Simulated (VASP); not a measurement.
# CoO (P3m1) in VASP: settings compared

The runs below take CoO through single point, with LDA, PBEsol.

Program: VASP 6.6.1. These are calculated values, not measurements. Logs are shortened: lines on timing, memory, paths and dates and some standing lists are left out, and cuts for length are marked.

### 1 The cell of the first run

The typed cell holds 4 atoms: a = 3.219 Å, b = 3.219 Å, c = 5.263 Å, α = 90.00°, β = 90.00°, γ = 120.00°.

### 2 Single point, LDA, collinear spin, ferromagnetic start (volume scaled by 1.02)

File INCAR:

```
PREC = Accurate ; ENCUT = 520
EDIFF = 1E-6 ; ISMEAR = -1
SIGMA = 0.05 ; LREAL = False
LASPH = True ; NELM = 150
ALGO = Normal ; ISIF = 2
LWAVE = False ; LCHARG = False
ISPIN = 2 ; MAGMOM = 2 2 0 0
LORBIT = 11 ; LMAXMIX = 4
GGA = CA ; NBANDS = 27
```

File KPOINTS:

```
Automatic mesh
0
Gamma
  10 10 5
```

File POSCAR:

```
CoO
1.0
    3.2188228225      0.0000000000      0.0000000000
   -1.6094114113      2.7875823346      0.0000000000
    0.0000000000      0.0000000000      5.2633379358
Co O
2 2
Direct
    0.3333333333      0.6666666667      0.5033624100
    0.0000000000      0.0000000000      0.0034741400
    0.3333333333      0.6666666667      0.8715556000
    0.0000000000      0.0000000000      0.3716088500
```

Potentials or basis: VASP PAW LDA potentials, release 64 (Co, O).

The run is started by

```
> cat potpaw_LDA.64/Co/POTCAR potpaw_LDA.64/O/POTCAR > POTCAR
> mpirun -np 1 vasp_std > vasp.out
```

OUTCAR:

```text
PREC = Accurate
   ENCUT = 520
   EDIFF = 1E-6
   ISMEAR = -1
   LREAL = False
   LASPH = True
   NELM = 150
   ISIF = 2
   ISPIN = 2
   LORBIT = 11
   GGA = CA

 ion  position               nearest neighbor table
   1  0.333  0.667  0.503-   3 1.94   4 1.98   4 1.98   4 1.98
   2  0.000  0.000  0.003-   4 1.94   3 1.98   3 1.98   3 1.98
   3  0.333  0.667  0.872-   1 1.94   2 1.98   2 1.98   2 1.98
   4  0.000  0.000  0.372-   2 1.94   1 1.98   1 1.98   1 1.98

  LATTYP: Found a hexagonal cell.
 ALAT       =     3.2188228225
 C/A-ratio  =     1.6351747909

  Lattice vectors:

 A1 = (   3.2188228225,   0.0000000000,   0.0000000000)
 A2 = (  -1.6094114113,   2.7875823346,   0.0000000000)
 A3 = (   0.0000000000,   0.0000000000,   5.2633379358)

Analysis of symmetry for initial positions (statically):
=====================================================================
 Subroutine PRICEL returns:
 Original cell was already a primitive cell.

 Routine SETGRP: Setting up the symmetry group for a
 hexagonal supercell.

 Subroutine GETGRP returns: Found  6 space group operations
 (whereof  6 operations were pure point group operations)
 out of a pool of 24 trial point group operations.

The static configuration has the point symmetry C_3v.

Analysis of symmetry for dynamics (positions and initial velocities):
=====================================================================
 Subroutine PRICEL returns:
 Original cell was already a primitive cell.

 Routine SETGRP: Setting up the symmetry group for a
 hexagonal supercell.

 Subroutine GETGRP returns: Found  6 space group operations
 (whereof  6 operations were pure point group operations)
 out of a pool of 24 trial point group operations.

The dynamic configuration has the point symmetry C_3v.

Analysis of structural, dynamic, and magnetic symmetry:
=====================================================================
 Subroutine PRICEL returns:
 Original cell was already a primitive cell.

 Routine SETGRP: Setting up the symmetry group for a
 hexagonal supercell.

 Subroutine GETGRP returns: Found  6 space group operations
 (whereof  6 operations were pure point group operations)
 out of a pool of 24 trial point group operations.

The overall configuration has the point symmetry C_3v.

 Subroutine INISYM returns: Found  6 space group operations
 (whereof  6 operations are pure point group operations),
 and found     1 'primitive' translations

----------------------------------------------------------------------------------------

                                     Primitive cell

  volume of cell :      47.2265

  direct lattice vectors                    reciprocal lattice vectors
     3.218822822  0.000000000  0.000000000     0.310672583  0.179366899  0.000000000
    -1.609411411  2.787582335  0.000000000     0.000000000  0.358733799  0.000000000
     0.000000000  0.000000000  5.263337936     0.000000000  0.000000000  0.189993501

  length of vectors
     3.218822822  3.218822823  5.263337936     0.358733799  0.358733799  0.189993501

  position of ions in fractional coordinates (direct lattice)
     0.333333333  0.666666667  0.503362410
     0.000000000  0.000000000  0.003474140
     0.333333333  0.666666667  0.871555600
     0.000000000  0.000000000  0.371608850

  ion indices of the primitive-cell ions
   primitive index   ion index
                 1           1
                 2           2
                 3           3
                 4           4

----------------------------------------------------------------------------------------

 KPOINTS: Automatic mesh

Automatic generation of k-mesh.
 Grid dimensions read from file:
 generate k-points for:   10   10    5

 Generating k-lattice:

  Cartesian coordinates                     Fractional coordinates (reciprocal lattice)
     0.031067258  0.017936690  0.000000000     0.100000000  0.000000000  0.000000000
     0.000000000  0.035873380  0.000000000     0.000000000  0.100000000  0.000000000
     0.000000000  0.000000000  0.037998700     0.000000000  0.000000000  0.200000000

  Length of vectors
     0.035873380  0.035873380  0.037998700

  Shift w.r.t. Gamma in fractional coordinates (k-lattice)
     0.000000000  0.000000000  0.000000000

 Subroutine IBZKPT returns following result:
 ===========================================

 Found     58 irreducible k-points:

 Following reciprocal coordinates:
            Coordinates               Weight
  0.000000  0.000000  0.000000      1.000000
  0.100000  0.000000  0.000000      6.000000
  0.200000  0.000000  0.000000      6.000000
  0.300000  0.000000  0.000000      6.000000
  0.400000  0.000000  0.000000      6.000000
  0.500000  0.000000  0.000000      3.000000
[... 16 lines left out ...]
  0.000000  0.400000  0.200000      6.000000
  0.500000  0.000000  0.200000      6.000000
 [... further k-points ...]
   k-points           NKPTS =     58   k-points in BZ     NKDIM =     58   number of bands    NBANDS=     27
   number of dos      NEDOS =    301   number of ions     NIONS =      4
   total plane-waves  NPLWV =  23040
   dimension x,y,z NGX =    24 NGY =   24 NGZ =   40
   dimension x,y,z NGXF=    48 NGYF=   48 NGZF=   80
   ions per type =               2   2
   NGX,Y,Z   is equivalent  to a cutoff of  12.40, 12.40, 12.63 a.u.
   NGXF,Y,Z  is equivalent  to a cutoff of  24.79, 24.79, 25.27 a.u.
 SYSTEM =  unknown system
   PREC   = accura    normal or accurate (medium, high low for compatibility)
   ISTART =      0    job   : 0-new  1-cont  2-samecut
   ICHARG =      2    charge: 1-file 2-atom 10-const
   ISPIN  =      2    spin polarized calculation?
   LNONCOLLINEAR =      F non collinear calculations
   LSORBIT =      F    spin-orbit coupling
   LASPH  =      T    aspherical Exc in radial PAW
   ENCUT  =  520.0 eV  38.22 Ry    6.18 a.u.   5.98  5.98  9.79*2*pi/ulx,y,z
   NELM   =    150;   NELMIN=  2; NELMDL= -5     # of ELM steps
   EDIFF  = 0.1E-05   stopping-criterion for ELM
   LREAL  =      F    real-space projection
   EDIFFG = 0.1E-04   stopping-criterion for IOM
   NSW    =      0    number of steps for IOM
   IBRION =     -1    ionic relax: 0-MD 1-quasi-New 2-CG
   NFREE  =      0    steps in history (QN), initial steepest desc. (CG)
   ISIF   =      2    stress and relaxation
   ISYM   =      2    0-nonsym 1-usesym 2-fastsym
   POTIM  = 0.5000    time-step for ionic-motion
   TEBEG  =    0.0;   TEEND  =   0.0 temperature during run
   PSTRESS=    0.0 pullay stress
   NELECT =      30.0000    total number of electrons
   NUPDOWN=      -1.0000    fix difference up-down
   EMIN   =  10.00;   EMAX   =-10.00  energy-range for DOS
   EFERMI =   0.00;   METHOD = LEGACY
   ISMEAR =    -1;   SIGMA  =   0.05  broadening in eV -4-tet -1-fermi 0-gaus
   EFERMI_NEDOS =   21; number of points for ismear=-14 and -15
   IALGO  =     38    algorithm
   IMIX   =      4    mixing-type and parameters
     AMIX     =   0.40;   BMIX     =  1.00
     AMIX_MAG =   1.60;   BMIX_MAG =  1.00
  volume/ion in A,a.u.               =      11.81        79.68
  Fermi-wavevector in a.u.,A,eV,Ry     =   1.407300  2.659411 26.946233  1.980492
  Thomas-Fermi vector in A             =   2.529573
   LORBIT       =     11    0 simple, 1 ext, 2 COOP (PROOUT), +10 PAW based schemes
   GGA     = CA    functional components
   LHFCALC =     F    Hartree Fock is set to
   AEXX    =    0.0000 exact exchange contribution
   IVDW    =     0    specifies the selected vdW correction
   LEPSILON=     F    determine dielectric tensor
   LRPA    =     F    only Hartree local field effects (RPA)
 spin polarized calculation
  energy-cutoff  :      520.00
  volume of cell :       47.23
 maximum number of plane-waves:      1290
   NGX = 11   NGY = 11   NGZ = 19

 number of electron      30.0000006 magnetization       5.4919115

 Free energy of the ion-electron system (eV)
  ---------------------------------------------------
  ext. energy  EPLUGINS =         0.00000000
  ---------------------------------------------------
  free energy    TOTEN  =       -29.62141483 eV

  energy without entropy =      -29.56769094  energy(sigma->0) =      -29.59455288

 E-fermi :   5.2739     XC(G=0): -11.5496

 val. band max:        5.2727661754   @ k =   0.0000   0.4000   0.2000
 cond. band min:       5.2768539335   @ k =   0.3000   0.2000   0.0000
 fundamental gap:      0.0040877581
 Fermi energy:         5.2739138835

 spin component 1

 k-point     1 :       0.0000    0.0000    0.0000
  band No.  band energies     occupation
      1     -14.2369      1.00000
      2     -13.6058      1.00000
      3      -1.5721      1.00000
      4      -0.7172      1.00000
      5      -0.5250      1.00000
      6      -0.5250      1.00000
[... 19 lines left out ...]
     26      19.8220      0.00000
     27      21.4054      0.00000
[... 667 lines left out ...]
      5      -0.3996      1.00000
      6      -0.2625      1.00000
[... 19 lines left out ...]
     26      19.0144      0.00000
     27      20.4438      0.00000

 [... further k-points ...]

 spin component 2

 k-point     1 :       0.0000    0.0000    0.0000
  band No.  band energies     occupation
      1     -13.7146      1.00000
      2     -13.0539      1.00000
      3      -1.0825      1.00000
      4       0.3636      1.00000
      5       0.5094      1.00000
      6       0.5094      1.00000
[... 19 lines left out ...]
     26      20.3228      0.00000
     27      21.9941      0.00000
[... 667 lines left out ...]
      5       0.3146      1.00000
      6       0.6763      1.00000
[... 19 lines left out ...]
     26      19.5574      0.00000
     27      21.0548      0.00000

 [... further k-points ...]

------------------------ aborting loop because EDIFF is reached ----------------------------------------

  FORCE on cell =-STRESS in cart. coord.  units (eV):
  Direction    XX          YY          ZZ          XY          YZ          ZX
  --------------------------------------------------------------------------------------
  -------------------------------------------------------------------------------------
  Total       -5.5272887     -5.5272887     -4.6008248      0.0000000     -0.0000000     -0.0000000
  in kB     -187.5152955   -187.5152955   -156.0846675      0.0000000     -0.0000000     -0.0000000
  external PRESSURE =    -177.0384195 kB  Pullay stress =       0.0000000 kB

 VOLUME and BASIS-vectors are now :
 -----------------------------------------------------------------------------
  energy-cutoff  :      520.00
  volume of cell :       47.23
      direct lattice vectors                 reciprocal lattice vectors
     3.218822822  0.000000000  0.000000000     0.310672583  0.179366899  0.000000000
    -1.609411411  2.787582335  0.000000000     0.000000000  0.358733799  0.000000000
     0.000000000  0.000000000  5.263337936     0.000000000  0.000000000  0.189993501

 POSITION                                       TOTAL-FORCE (eV/Angst)
 -----------------------------------------------------------------------------------
     -0.00000      1.85839      2.64937        -0.000000     -0.000000     -0.223407
      0.00000      0.00000      0.01829        -0.000000     -0.000000     -0.227518
     -0.00000      1.85839      4.58729         0.000000     -0.000000      0.225612
      0.00000      0.00000      1.95590        -0.000000      0.000000      0.225313
 -----------------------------------------------------------------------------------
    total drift:                                0.000000     -0.000000     -0.000167

  FREE ENERGIE OF THE ION-ELECTRON SYSTEM (eV)
  ---------------------------------------------------
  free  energy   TOTEN  =       -29.6214148297 eV

  energy  without entropy=      -29.5676909360  energy(sigma->0) =      -29.59455288

 total charge

# of ion       s       p       d       tot
------------------------------------------
    1        0.342   0.423   7.194   7.959
    2        0.342   0.423   7.194   7.959
    3        1.540   3.393   0.000   4.933
    4        1.540   3.393   0.000   4.933
--------------------------------------------------
tot          3.764   7.633  14.388  25.785

 magnetization (x)

# of ion       s       p       d       tot
------------------------------------------
    1        0.013   0.050   2.285   2.349
    2        0.013   0.050   2.286   2.349
    3        0.020   0.284   0.000   0.303
    4        0.020   0.283   0.000   0.303
--------------------------------------------------
tot          0.066   0.668   4.571   5.305
```

It took 2.2 min on 1 thread of AMD EPYC 7R13 (Zen 3), shared host; peak memory 0.19 GiB.

What came out:

| Property | Result |
| --- | --- |
| Free energy | -29.6214 eV |
| Pressure | -17.7 GPa |
| Largest force | 0.228 eV/Å |
| Net moment | 5.49 μB per cell |
| Site moments | Co +2.35; O +0.30 μB |
| Valence electrons inside the program's atomic spheres | Co 7.96; O 4.93 |

Forces in eV/Å, atoms in the order of the input:
```
Co   0.000  0.000 -0.223
Co   0.000  0.000 -0.228
O    0.000  0.000  0.226
O    0.000  0.000  0.225
```

Stress tensor (GPa, compression positive):
```
-18.75   0.00   0.00
  0.00 -18.75   0.00
  0.00   0.00 -15.61
```

Levels at points of the mesh, in eV from the Fermi level:
Spin up:
```tsv
k point	band 16	band 17	band 18	band 19	band 20	band 21
(0.00, 0.00, 0.00)	0.11	0.35	0.39	0.39	5.35	6.99
(0.50, 0.00, 0.00)	-1.58	-0.53	-0.36	5.58	5.99	7.17
```
Spin down:
```tsv
k point	band 9	band 10	band 11	band 12	band 13	band 14	band 15	band 16
(0.00, 0.00, 0.00)	-0.65	-0.65	-0.13	-0.13	-0.11	0.64	1.34	1.34
(0.50, 0.00, 0.00)	-0.82	-0.75	-0.17	-0.03	-0.02	0.00	0.47	0.53
```

Caveat: semilocal functionals often make such compounds metallic where correlation or magnetic order opens a gap, which also shifts bond lengths.

### 3 Single point, PBEsol, collinear spin, ferromagnetic start (volume scaled by 1.02)

File INCAR:

```
PREC = Accurate
ENCUT = 520
EDIFF = 1E-6
ISMEAR = -1
SIGMA = 0.05
LREAL = F
LASPH = T
NELM = 150
ALGO = Normal
ISIF = 2
LWAVE = F
LCHARG = T
ISPIN = 2
MAGMOM = 2 2 0 0
LORBIT = 11
LMAXMIX = 4
GGA = PS
LELF = T
LVHAR = T
NBANDS = 27
```

File KPOINTS:

```
regular mesh
0
Gamma
  10 10 5
```

POSCAR is that of step 2.

Potentials or basis: VASP PAW PBE potentials, release 64 (Co, O).

The run is started by

```
> cat potpaw_PBE.64/Co/POTCAR potpaw_PBE.64/O/POTCAR > POTCAR
> mpirun -np 1 vasp_std > vasp.out
```

Wall time 3.1 min (1 thread of AMD EPYC 7R13 (Zen 3), shared host); peak memory 0.21 GiB.

The run converged. Its results:

- Free energy: -28.2333 eV
- Pressure: -9.6 GPa
- Largest force: 0.244 eV/Å
- Net moment: 5.87 μB per cell
- Site moments: Co +2.50; O +0.33 μB
- Valence electrons inside the program's atomic spheres: Co 7.94; O 4.96

Forces on the atoms (eV/Å):
```
Co   0.000  0.000 -0.238
Co   0.000  0.000 -0.244
O    0.000  0.000  0.241
O    0.000  0.000  0.241
```

Stress tensor (GPa, compression positive):
```
-10.56   0.00   0.00
  0.00 -10.56   0.00
  0.00   0.00  -7.81
```

Levels at points of the mesh, in eV from the Fermi level:
Spin up:
| k point | band 15 | band 16 | band 17 | band 18 | band 19 | band 20 | band 21 | band 22 |
| --- | --- | --- | --- | --- | --- | --- | --- | --- |
| (0.00, 0.00, 0.00) | -0.70 | -0.10 | 0.15 | 0.16 | 0.16 | 5.22 | 6.86 | 13.30 |
| (0.50, 0.00, 0.00) | -1.95 | -1.75 | -0.68 | -0.57 | 5.44 | 5.83 | 6.97 | 9.03 |
Spin down:
```csv
k point,band 9,band 10,band 11,band 12,band 13,band 14,band 15,band 16
"(0.00, 0.00, 0.00)",-0.72,-0.72,-0.15,-0.15,0.14,0.55,1.51,1.51
"(0.50, 0.00, 0.00)",-0.77,-0.63,-0.21,-0.08,0.09,0.18,0.69,0.71
```

Caveat: the PAW data sets were made with another functional, which shifts forces and pressure a little; semilocal functionals often make such compounds metallic where correlation or magnetic order opens a gap, which also shifts bond lengths.

(Continued in part 2 of 2.)
